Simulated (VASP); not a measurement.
# Ru in VASP: settings compared

The runs below take Ru through single point, with PBEsol, PBE, LDA.

Everything below comes from runs of VASP 6.6.1. Logs are shortened: lines on timing, memory, paths and dates and some standing lists are left out, and cuts for length are marked.

## 1. The cell of the first run

The cell holds a slab with vacuum, 6 atoms: a = 2.691 Å, b = 2.691 Å, c = 26.619 Å, α = 90.00°, β = 90.00°, γ = 60.00°.

## 2. Single point, PBEsol

INCAR

```
ALGO = Normal
DIPOL = 0.5 0.5 0.500
EDIFF = 1E-7
ENCUT = 520
GGA = PS
IDIPOL = 3
ISIF = 2
ISMEAR = 1
LASPH = T
LCHARG = F
LDIPOL = T
LREAL = F
LWAVE = F
NBANDS = 51
NELM = 100
PREC = Accurate
SIGMA = 0.1
```

KPOINTS

```
k-points
0
Gamma
  14 14 1
```

POSCAR

```
Ru
1.0
    2.6907711207      0.0000000003      0.0000000000
    1.3453855601      2.3302761464      0.0000000000
    0.0000000000      0.0000000000     26.6192533580
Ru
6
Direct
    0.6666666667      0.6666666667      0.3032627959
    0.0000000000      0.0000000000      0.3797930382
    0.6666666667      0.6666666667      0.4595191757
    0.0000000000      0.0000000000      0.5404808252
    0.6666666667      0.6666666667      0.6202069634
    0.0000000000      0.0000000000      0.6967372016
```

Potentials or basis: VASP PAW PBE potentials, release 64 (Ru_pv).

Command:

```console
> cat potpaw_PBE.64/Ru_pv/POTCAR > POTCAR
> mpirun -np 1 vasp_std > vasp.out
```

OUTCAR:

```text
EDIFF = 1E-7
   ENCUT = 520
   GGA = PS
   ISIF = 2
   ISMEAR = 1
   LASPH = T
   LREAL = F
   NELM = 100
   PREC = Accurate

 ion  position               nearest neighbor table
   1  0.667  0.667  0.303-   2 2.56   2 2.56   2 2.56
   2  0.000  0.000  0.380-   1 2.56   1 2.56   1 2.56   3 2.63   3 2.63   3 2.63
   3  0.667  0.667  0.460-   2 2.63   2 2.63   2 2.63   4 2.66   4 2.66   4 2.66
   4  0.000  0.000  0.540-   5 2.63   5 2.63   5 2.63   3 2.66   3 2.66   3 2.66
   5  0.667  0.667  0.620-   6 2.56   6 2.56   6 2.56   4 2.63   4 2.63   4 2.63
   6  0.000  0.000  0.697-   5 2.56   5 2.56   5 2.56

  LATTYP: Found a hexagonal cell.
 ALAT       =     2.6907711207
 C/A-ratio  =     9.8927973299

  Lattice vectors:

 A1 = (  -1.3453855601,  -2.3302761464,   0.0000000000)
 A2 = (   2.6907711207,   0.0000000003,   0.0000000000)
 A3 = (   0.0000000000,   0.0000000000,  26.6192533580)

Analysis of symmetry for initial positions (statically):
=====================================================================
 Subroutine PRICEL returns:
 Original cell was already a primitive cell.

 Routine SETGRP: Setting up the symmetry group for a
 hexagonal supercell.

 Subroutine GETGRP returns: Found 12 space group operations
 (whereof  6 operations were pure point group operations)
 out of a pool of 24 trial point group operations.

The static configuration has the point symmetry C_3v.
 The point group associated with its full space group is D_3d.

Analysis of symmetry for dynamics (positions and initial velocities):
=====================================================================
 Subroutine PRICEL returns:
 Original cell was already a primitive cell.

 Routine SETGRP: Setting up the symmetry group for a
 hexagonal supercell.

 Subroutine GETGRP returns: Found 12 space group operations
 (whereof  6 operations were pure point group operations)
 out of a pool of 24 trial point group operations.

The dynamic configuration has the point symmetry C_3v.
 The point group associated with its full space group is D_3d.

 Subroutine INISYM returns: Found 12 space group operations
 (whereof  6 operations are pure point group operations),
 and found     1 'primitive' translations

----------------------------------------------------------------------------------------

                                     Primitive cell

  volume of cell :     166.9091

  direct lattice vectors                    reciprocal lattice vectors
[... 104 lines left out ...]
   PSTRESS=    0.0 pullay stress
   NELECT =      84.0000    total number of electrons
   NUPDOWN=      -1.0000    fix difference up-down
   EMIN   =  10.00;   EMAX   =-10.00  energy-range for DOS
   EFERMI =   0.00;   METHOD = LEGACY
   ISMEAR =     1;   SIGMA  =   0.10  broadening in eV -4-tet -1-fermi 0-gaus
   EFERMI_NEDOS =   21; number of points for ismear=-14 and -15
   IALGO  =     38    algorithm
   IMIX   =      4    mixing-type and parameters
     AMIX     =   0.40;   BMIX     =  1.00
     AMIX_MAG =   1.60;   BMIX_MAG =  1.00
  volume/ion in A,a.u.               =      27.82       187.73
  Fermi-wavevector in a.u.,A,eV,Ry     =   1.302191  2.460784 23.071407  1.695701
  Thomas-Fermi vector in A             =   2.433275
   LORBIT       =      0    0 simple, 1 ext, 2 COOP (PROOUT), +10 PAW based schemes
   GGA     = PS    functional components
   LHFCALC =     F    Hartree Fock is set to
   AEXX    =    0.0000 exact exchange contribution
   IVDW    =     0    specifies the selected vdW correction
   LEPSILON=     F    determine dielectric tensor
   LRPA    =     F    only Hartree local field effects (RPA)
 non-spin polarized calculation
 Methfessel and Paxton  Order N= 1 SIGMA  =   0.10
  energy-cutoff  :      520.00
  volume of cell :      166.91
 maximum number of plane-waves:      4555
   NGX =  9   NGY =  9   NGZ = 99

 dipolmoment           0.000000      0.000000      0.000000 electrons x Angstroem

 number of electron      83.9999993 magnetization

 dipolmoment           0.000000      0.000000     -0.000003 electrons x Angstroem

 Free energy of the ion-electron system (eV)
  ---------------------------------------------------
  ext. energy  EPLUGINS =         0.00000000
  ---------------------------------------------------
  free energy    TOTEN  =       -58.66755021 eV

  energy without entropy =      -58.67124078  energy(sigma->0) =      -58.66878040

 E-fermi :   3.6307     XC(G=0):  -7.6295

 val. band max:        3.6107844371   @ k =   0.3571   0.1429   0.0000
 cond. band min:       3.6433902452   @ k =   0.3571   0.0714   0.0000
 fundamental gap:      0.0326058081
 Fermi energy:         3.6306978877

 k-point     1 :       0.0000    0.0000    0.0000
  band No.  band energies     occupation
      1     -40.1043      2.00000
      2     -40.0012      2.00000
      3     -39.5627      2.00000
      4     -39.2227      2.00000
      5     -39.2227      2.00000
      6     -39.2205      2.00000
[... 1285 lines left out ...]
     50      10.8281      0.00000
     51      10.9263      0.00000

------------------------ aborting loop because EDIFF is reached ----------------------------------------

 vacuum level on the upper side and lower side of the slab       (xc-potential included)        -0.102        -0.102

  FORCE on cell =-STRESS in cart. coord.  units (eV):
  Direction    XX          YY          ZZ          XY          YZ          ZX
  --------------------------------------------------------------------------------------
  -------------------------------------------------------------------------------------
  Total       -2.7383899     -2.7383899     -0.0224106     -0.0000000     -0.0000000     -0.0000000
  in kB      -26.2860816    -26.2860816     -0.2151213     -0.0000000     -0.0000000     -0.0000000
  external PRESSURE =     -17.5957615 kB  Pullay stress =       0.0000000 kB

 VOLUME and BASIS-vectors are now :
 -----------------------------------------------------------------------------
  energy-cutoff  :      520.00
  volume of cell :      166.91
      direct lattice vectors                 reciprocal lattice vectors
     2.690771121  0.000000000  0.000000000     0.371640677 -0.214566845  0.000000000
     1.345385560  2.330276146  0.000000000    -0.000000000  0.429133689  0.000000000
     0.000000000  0.000000000 26.619253358     0.000000000  0.000000000  0.037566794

 POSITION                                       TOTAL-FORCE (eV/Angst)
 -----------------------------------------------------------------------------------
      2.69077      1.55352      8.07263         0.000000      0.000000     -0.016185
      0.00000      0.00000     10.10981        -0.000000     -0.000000      0.019734
      2.69077      1.55352     12.23206         0.000000      0.000000     -0.005897
      0.00000      0.00000     14.38720        -0.000000     -0.000000      0.005897
      2.69077      1.55352     16.50945         0.000000      0.000000     -0.019734
      0.00000      0.00000     18.54662        -0.000000     -0.000000      0.016185
 -----------------------------------------------------------------------------------
    total drift:                               -0.000001     -0.000000     -0.000548

  FREE ENERGIE OF THE ION-ELECTRON SYSTEM (eV)
  ---------------------------------------------------
  free  energy   TOTEN  =       -58.6675502069 eV

  energy  without entropy=      -58.6712407789  energy(sigma->0) =      -58.66878040

 vacuum level on the upper side and lower side of the slab         8.722         8.722
```

OSZICAR:

```text
N       E                     dE             d eps       ncg     rms          rms(c)
DAV:   1     0.977812381809E+03    0.97781E+03   -0.53528E+04  2880   0.164E+03
DAV:   2    -0.318076845441E+02   -0.10096E+04   -0.98132E+03  2643   0.504E+02
DAV:   3    -0.625316516192E+02   -0.30724E+02   -0.29428E+02  3100   0.872E+01
[... 24 lines left out ...]
DAV:  28    -0.586675490878E+02   -0.28760E-05   -0.21177E-07  1546   0.144E-03    0.158E-03
DAV:  29    -0.586675497006E+02   -0.61280E-06   -0.83226E-08  1425   0.182E-03    0.674E-04
DAV:  30    -0.586675500246E+02   -0.32404E-06   -0.18618E-08  1310   0.650E-04    0.322E-04
DAV:  31    -0.586675501503E+02   -0.12563E-06   -0.60529E-09  1261   0.352E-04    0.119E-04
DAV:  32    -0.586675502069E+02   -0.56667E-07   -0.29988E-09  1250   0.157E-04
   1 F= -.58667550E+02 E0= -.58668780E+02  d E =0.369057E-02
```

stdout:

```text
POSCAR found type information on POSCAR Ru
 POSCAR found :  1 types and       6 ions
 scaLAPACK will be used
 -----------------------------------------------------------------------------
|                                                                             |
|                                                                             |
|     You enforced a specific xc type in the INCAR file but a different       |
|     I HOPE YOU KNOW WHAT YOU ARE DOING!                                     |
|                                                                             |
 -----------------------------------------------------------------------------

 LDA part: xc-table for (Slater+PW92), standard interpolation
 POSCAR, INCAR and KPOINTS ok, starting setup
 FFT: planning ... GRIDC
 FFT: planning ... GRID_SOFT
 FFT: planning ... GRID
 WAVECAR not read
 entering main loop
```

It took 6.7 min on 1 thread of Intel Xeon Platinum 8488C (Sapphire Rapids), shared host; peak memory 0.34 GiB.

What came out:

```
Free energy            : -58.6676 eV
Largest force          : 0.020 eV/Å
Band gap on the k mesh : zero (bands 42 and 43 overlap by 2.59 eV)
```

Forces on the atoms (eV/Å):
```
Ru   0.000  0.000 -0.016
Ru   0.000  0.000  0.020
Ru   0.000  0.000 -0.006
Ru   0.000  0.000  0.006
Ru   0.000  0.000 -0.020
Ru   0.000  0.000  0.016
```

Caveat: the PAW data sets were made with another functional, which shifts forces and pressure a little.

## 3. Single point, PBEsol

INCAR

```
SYSTEM = Ru
ALGO     = Normal         ! electronic algorithm
DIPOL    = 0.5 0.5 0.500
EDIFF    = 1E-7           ! SCF threshold, eV
ENCUT    = 520            ! plane-wave cutoff, eV
GGA      = PS             ! functional
IDIPOL   = 3            
ISIF     = 2              ! what is computed and relaxed
ISMEAR   = 1              ! smearing method
LASPH    = .TRUE.         ! aspherical terms in the spheres
LCHARG   = .FALSE.        ! write CHGCAR
LDIPOL   = .TRUE.       
LREAL    = .FALSE.        ! projectors in reciprocal space
LWAVE    = .FALSE.        ! write WAVECAR
NBANDS   = 51             ! bands
NELM     = 100            ! most SCF steps
PREC     = Accurate       ! precision mode
SIGMA    = 0.1            ! smearing width, eV
```

KPOINTS

```
k-points
0
G
  14 14 1
  0 0 0
```

POSCAR

```
Ru
1.0
    2.6907711210      0.0000000000      0.0000000000
    1.3453855600      2.3302761460      0.0000000000
    0.0000000000      0.0000000000     26.6192533580
Ru
6
Direct
    0.6666666667      0.6666666667      0.3005343498
    0.0000000000      0.0000000000      0.3803206099
    0.6666666667      0.6666666667      0.4601068700
    0.0000000000      0.0000000000      0.5398931300
    0.6666666667      0.6666666667      0.6196793901
    0.0000000000      0.0000000000      0.6994656502
```

Potentials or basis: VASP PAW PBE potentials, release 64 (Ru_pv).

Command:

```console
> cat potpaw_PBE.64/Ru_pv/POTCAR > POTCAR
> mpirun -np 1 vasp_std > vasp.out
```

It took 6.4 min on 1 thread of Intel Xeon Platinum 8488C (Sapphire Rapids), shared host; peak memory 0.34 GiB.

It converged, with:

```yaml
Free_energy: -58.5820 eV
Largest_force: 0.882 eV/Å
Band_gap_on_the_k_mesh: zero (bands 42 and 43 overlap by 2.63 eV)
```

Forces in eV/Å, atoms in the order of the input:
```
Ru   0.000  0.000  0.882
Ru   0.000  0.000 -0.809
Ru   0.000  0.000 -0.302
Ru   0.000  0.000  0.302
Ru   0.000  0.000  0.809
Ru   0.000  0.000 -0.882
```

Levels at points of the mesh, in eV from the Fermi level:
| k point | band 39 | band 40 | band 41 | band 42 | band 43 | band 44 |
| --- | --- | --- | --- | --- | --- | --- |
| (0.00, 0.00, 0.00) | -1.98 | -1.98 | -1.11 | -1.11 | -0.81 | -0.44 |
| (0.50, 0.00, 0.00) | 0.81 | 0.82 | 1.21 | 1.49 | 1.51 | 1.70 |

Caveat: the PAW data sets were made with another functional, which shifts forces and pressure a little.

(Continued in part 2 of 2.)

The gap in the log of VASP goes by the Fermi energy; the results here count the filled bands.